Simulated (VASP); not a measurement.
Set up this calculation in VASP 6.6.1, as the native input.

| Property | Result |
| --- | --- |
| Task | relaxation of cell and atoms |
| Functional | revPBE |
| Dispersion | D3(BJ) |
| Potentials or basis | VASP PAW PBE potentials, release 64 (Zr_sv) |
| Cutoff | 600 eV |
| k mesh | 9 × 9 × 5 |
| Occupations | methfessel-paxton, width 0.1 eV |
| Spin | no spin polarisation |
| Dipole correction | no |
| Further INCAR settings | ALGO = Normal; EDIFF = 1e-06; IBRION = 2; EDIFFG = -0.02; NSW = 80; ISIF = 3 |

The structure of Zr lies in POSCAR:

```
Zr
1.0
    3.2320000000      0.0000000000      0.0000000000
   -1.6160000000      2.7989940000      0.0000000000
    0.0000000000      0.0000000000      5.1470000000
Zr
2
Direct
    0.3333333333      0.6666666667      0.2500000000
    0.6666666667      0.3333333333      0.7500000000
```

The input as run:

INCAR

```
PREC = Accurate
ENCUT = 600
EDIFF = 1E-6
ISMEAR = 1
SIGMA = 0.1
LREAL = F
LASPH = T
NELM = 100
ALGO = Normal
ISIF = 3
LWAVE = F
LCHARG = F
GGA = RE
IVDW = 12
IBRION = 2
NSW = 80
EDIFFG = -0.02
```

KPOINTS

```
regular mesh
0
Gamma
  9 9 5
```

Potentials or basis: VASP PAW PBE potentials, release 64 (Zr_sv).

The run is started by

```sh
$ cat potpaw_PBE.64/Zr_sv/POTCAR > POTCAR
$ mpirun -np 1 vasp_std > vasp.out
```

Results of the run:

| Property | Result |
| --- | --- |
| Relaxed volume | 22.08 Å³/atom |
| Relaxed cell | a = 3.161 Å, b = 3.161 Å, c = 5.103 Å, α = 90.00°, β = 90.00°, γ = 120.00° |
| Space group after relaxing (to 0.05 Å) | P6_3/mmc (No. 194) |
| Energy gained by relaxing | 18.7 meV/atom |
| Ionic steps | 6 |
| Pressure after relaxing | 0.1 GPa |
| Band gap on the k mesh | zero (band 12 reaches 10.56 eV, above the bottom of band 13 at 9.41 eV) |
| Dispersion energy per atom | -1.000 eV |

Caveat: the PAW data sets were made with another functional, which shifts forces and pressure a little; pairwise dispersion overbinds metals, which lowers pressure and volume.

It took 55 s on 1 thread of Intel(R) Xeon(R) 6975P-C (Granite Rapids), on a shared host, peak memory 0.21 GiB.
